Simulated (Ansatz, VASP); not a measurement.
## V: VASP beside Ansatz

Contents of INCAR:

```
SYSTEM = V
  PREC = Accurate
  ENCUT = 600
  EDIFF = 1E-6
  ISMEAR = 0
  SIGMA = 0.1
  LREAL = .False.
  LASPH = .True.
  NELM = 80
  ALGO = Fast
  ISIF = 3
  LWAVE = .False.
  LCHARG = .False.
  GGA = PE
  IBRION = 2
  NSW = 90
  EDIFFG = -0.04
```

The input KPOINTS:

```
Automatic mesh
0
Gamma
  9 9 9
  0 0 0
```

Contents of POSCAR:

```
V
1.0
    1.4227029055      0.8213979054      1.9647652264
   -1.4227029055      0.8213979054      1.9647652264
    0.0000000000     -1.6427958109      1.9647652264
V
1
Direct
    0.5000000000      0.5000000000      0.5000000000
```

Input for Ansatz:

```yaml
crystal:
  lattice:
    - [1.4227029055, 0.8213979054, 1.9647652264]
    - [-1.4227029055, 0.8213979054, 1.9647652264]
    - [0.0, -1.6427958109, 1.9647652264]
  atoms:
    - { symbol: V, position: [0.5, 0.5, 0.5] }
basis:
  ecutwfc: 420
kpoints:
  mp_grid: { grid: [9, 9, 9] }
hamiltonian:
  xc: pbe
scf:
  occupations: { method: gaussian, width: 0.1 }
  lower_state_search: "off"
output:
  forces: true
  stress: true
  eigenvalues: true
relax:
  adjacent_minimum: "off"
  f_tol: 0.04
  max_steps: 70
  cell: { stress_tol: 0.4 }
```

Alike in both runs: task relaxation of cell and atoms; functional PBE; k mesh 9 × 9 × 9; occupations gaussian, width 0.1 eV; no spin polarisation.

|  | VASP | Ansatz |
| --- | --- | --- |
| version | VASP 6.6.1 | Ansatz 0.2.0 |
| potentials or method | VASP PAW PBE potentials, release 64 (V_sv), cutoff 600 eV | scalar-relativistic, plane waves, PAW |
| valence electrons in the cell | 13 | 13 |

|  | VASP | Ansatz | Ansatz less VASP |
| --- | --- | --- | --- |
| gap on the k mesh at the Fermi level, each at its own relaxed structure (eV) | none | none | - |
| relaxed volume (Å³/atom) | 13.83 | 13.80 | -0.039 |
| relaxed cell length with the largest relative difference (Å) | 2.554 | 2.553 | -0.0018 |

A gap of «none» marks a metal or a gap that the smearing closes.
